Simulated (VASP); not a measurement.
Set up this calculation in VASP 6.6.1, as the native input.

| Property | Result |
| --- | --- |
| Task | single point |
| Functional | PBE |
| Potentials or basis | VASP PAW PBE potentials, release 64 (Se) |
| Cutoff | 520 eV |
| k mesh | 8 × 8 × 6 |
| Occupations | fermi-dirac, width 0.03 eV |
| Spin | no spin polarisation |
| Dipole correction | no |
| Further INCAR settings | ALGO = Normal; EDIFF = 1e-06; NBANDS = 16 |

The structure of Se lies in POSCAR:

```
Se
1.0
    4.4422730712      0.0000000000      0.0000000000
   -2.2211365356      3.8471213302      0.0000000000
    0.0000000000      0.0000000000      4.9494500000
Se
3
Direct
    0.2170000000      0.0000000000      0.1666666667
    0.0000000000      0.2170000000      0.8333333333
    0.7830000000      0.7830000000      0.5000000000
```

This cell differs from its parent crystal: equal xx and yy strain of +2 %.

These files were run (other wordings do the same):

INCAR

```
SYSTEM = Se
PREC = Accurate ; ENCUT = 520
EDIFF = 1E-6 ; ISMEAR = -1
SIGMA = 0.03 ; LREAL = .False.
LASPH = .True. ; NELM = 80
ALGO = Normal ; ISIF = 2
LWAVE = .False. ; LCHARG = .True.
GGA = PE ; LELF = .True.
LVHAR = .True. ; NBANDS = 16
```

KPOINTS

```
regular mesh
0
Gamma
  8 8 6
  0 0 0
```

Potentials or basis: VASP PAW PBE potentials, release 64 (Se).

Run with:

```bash
$ cat potpaw_PBE.64/Se/POTCAR > POTCAR
$ mpirun -np 1 vasp_std > vasp.out
```

It gave:

- Pressure: 3.6 GPa
- Largest force: 0.761 eV/Å
- Band gap on the k mesh: 1.19 eV, indirect (least direct gap 1.29 eV)

Caveat: the cell differs from its parent crystal (equal xx and yy strain of +2 %).

Run time: 48 s on 1 thread of Intel(R) Xeon(R) Platinum 8375C CPU @ 2.90GHz (Ice Lake) (shared host), peak memory 0.23 GiB.
